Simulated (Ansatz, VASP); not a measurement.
# One calculation of LaOs3, two programs

Contents of INCAR:

```
PREC = Accurate
ENCUT = 520
EDIFF = 1E-7
ISMEAR = 0
SIGMA = 0.05
LREAL = F
LASPH = T
NELM = 100
ALGO = Normal
ISIF = 2
LWAVE = F
LCHARG = F
GGA = PE
NBANDS = 26
```

The input KPOINTS:

```
Automatic mesh
0
Gamma
  8 8 8
```

File POSCAR:

```
LaOs3
1.0
    4.0910251511      0.0000000000      0.0000000000
    0.0000000000      4.0910251511      0.0000000000
    0.0000000000      0.0000000000      4.0910251511
La Os
1 3
Direct
    0.0000000000      0.0000000000      0.0000000000
    0.0000000000      0.5000000000      0.5000000000
    0.5000000000      0.5000000000      0.0000000000
    0.5000000000      0.0000000000      0.5000000000
```

Input for Ansatz:

```yaml
crystal:
  lattice:
    - [4.0910251511, 0.0, 0.0]
    - [0.0, 4.0910251511, 0.0]
    - [0.0, 0.0, 4.0910251511]
  atoms:
    - { symbol: La, position: [0.0, 0.0, 0.0] }
    - { symbol: Os, position: [0.0, 0.5, 0.5] }
    - { symbol: Os, position: [0.5, 0.5, 0.0] }
    - { symbol: Os, position: [0.5, 0.0, 0.5] }
basis:
  ecutwfc: 420
  ecutrho_ratio: 4
kpoints:
  mp_grid: { grid: [8, 8, 8] }
hamiltonian:
  xc: pbe
scf:
  occupations: { method: gaussian, width: 0.05 }
output:
  forces: true
  stress: true
  eigenvalues: true
```

Alike in both runs: task single point; functional PBE; k mesh 8 × 8 × 8; occupations gaussian, width 0.05 eV; no spin polarisation.

|  | VASP | Ansatz |
| --- | --- | --- |
| version | VASP 6.6.1 | Ansatz 0.2.0 |
| potentials or method | VASP PAW PBE potentials, release 64 (La, Os), cutoff 520 eV | scalar-relativistic, plane waves, PAW |
| valence electrons in the cell | 35 | 59 |

Ansatz gave:

| Quantity | Value |
| --- | --- |
| gap on the k mesh at the Fermi level (eV) | none |
| pressure (GPa) | 8.4 |

Which values does VASP return?

gap on the k mesh at the Fermi level (eV): none; pressure (GPa): 8.6.

A gap of «none» marks a metal or a gap that the smearing closes. VASP's potentials hold 35 valence electrons a cell and Ansatz's 59, so a difference there can come from the potentials and not from the codes.

Neither program's run includes spin-orbit coupling.
